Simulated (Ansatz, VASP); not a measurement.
# KTaO3: VASP and Ansatz over several settings

```xyz
5
Lattice="3.9069 0.0000 0.0000 0.0000 3.9069 0.0000 0.0000 0.0000 3.9069" Properties=species:S:1:pos:R:3 pbc="T T T"
Ta    0.0000    0.0000    0.0000
K     1.9534    1.9534    1.9534
O     0.0000    0.0000    1.9534
O     0.0000    1.9534    0.0000
O     1.9534    0.0000    0.0000
```

Single points on this cell with VASP 6.6.1 and Ansatz 0.2.0. Each row is one pair of runs. Alike in all rows: spin: off; k mesh: 7 × 7 × 7; smearing: fermi-dirac, width 0.05 eV.

| level | VASP's potentials, cutoff | Ansatz's potentials, cutoff | gap on the k mesh at the Fermi level (eV), VASP | gap on the k mesh at the Fermi level (eV), Ansatz | least direct gap on the mesh (eV), VASP | least direct gap on the mesh (eV), Ansatz | pressure (GPa), VASP | pressure (GPa), Ansatz |
| --- | --- | --- | --- | --- | --- | --- | --- | --- |
| r2SCAN | VASP PAW PBE potentials, release 64 (Ta_pv, K_sv, O), 520 eV | Ansatz PAW, 500 eV | 2.82 | 2.85 | 3.37 | 3.39 | 16.5 | 15.2 |
| PBE | VASP PAW PBE potentials, release 64 (Ta_pv, K_sv, O), 520 eV | Ansatz PAW, 420 eV | 2.37 | 2.42 | 2.89 | 2.93 | 21.4 | 20.4 |
| r2SCAN | VASP PAW PBE potentials, release 64 (Ta_sv_GW, K_sv, O), 660 eV | Ansatz PAW, 500 eV | 2.84 | 2.85 | 3.39 | 3.39 | 15.4 | 15.2 |

Gap on the k mesh at the fermi level (eV): the two programs differ by at most 0.051; least direct gap on the mesh (eV): the two programs differ by at most 0.036; pressure (GPa): the two programs differ by at most 1.29.

VASP's potentials hold 38 valence electrons a cell and Ansatz's 40 in some rows, so a difference there can come from the potentials and not from the codes.

Neither program's run includes spin-orbit coupling. Noted on Ansatz's runs: odd divisions of the mesh miss points on the zone boundary, where band edges often lie, so the gap on the mesh can be too wide.
